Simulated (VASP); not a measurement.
The system is SnTe.

```xyz
2
Lattice="3.5979 0.0000 0.0000 0.0000 3.5979 0.0000 0.0000 0.0000 3.5979" Properties=species:S:1:pos:R:3 pbc="T T T"
Sn    0.0000    0.0000    0.0000
Te    1.7989    1.7989    1.7989
```

* Program: VASP 6.6.1
* Task: relaxation of cell and atoms
* Functional: PBE
* Potentials or basis: VASP PAW PBE potentials, release 64 (Sn_d, Te)
* Cutoff: 600 eV
* k mesh: 6 × 6 × 6
* Occupations: fermi-dirac, width 0.02 eV
* Spin: no spin polarisation

At the start: pressure 18.1 GPa; volume 23.29 Å³/atom.

Task: Where does the relaxation end?

Result: Over 5 steps the energy falls by 288.8 meV/atom and the volume is 29.66 Å³/atom (+27.4 %); space group Pm-3m (No. 221, to 0.05 Å).

Step by step:
```
step  energy change (eV)  largest force (eV/Å)  pressure (GPa)  volume (Å³)
   1              0.0000                0.0000           18.12        46.57
   2             -0.4802                0.0000           -3.95        66.68
   3             -0.5775                0.0000            0.07        59.17
   4             -0.5775                0.0000           -0.08        59.44
   5             -0.5775                0.0000            0.00        59.33
```

Final structure:
```
CELL_PARAMETERS angstrom
3.90016 0.00000 0.00000
0.00000 3.90016 0.00000
0.00000 0.00000 3.90016
ATOMIC_POSITIONS crystal
Sn 0.00000 0.00000 0.00000
Te 0.50000 0.50000 0.50000
```

Caveat: the volume moved by over 15 % at a fixed basis, so the end points are rough.
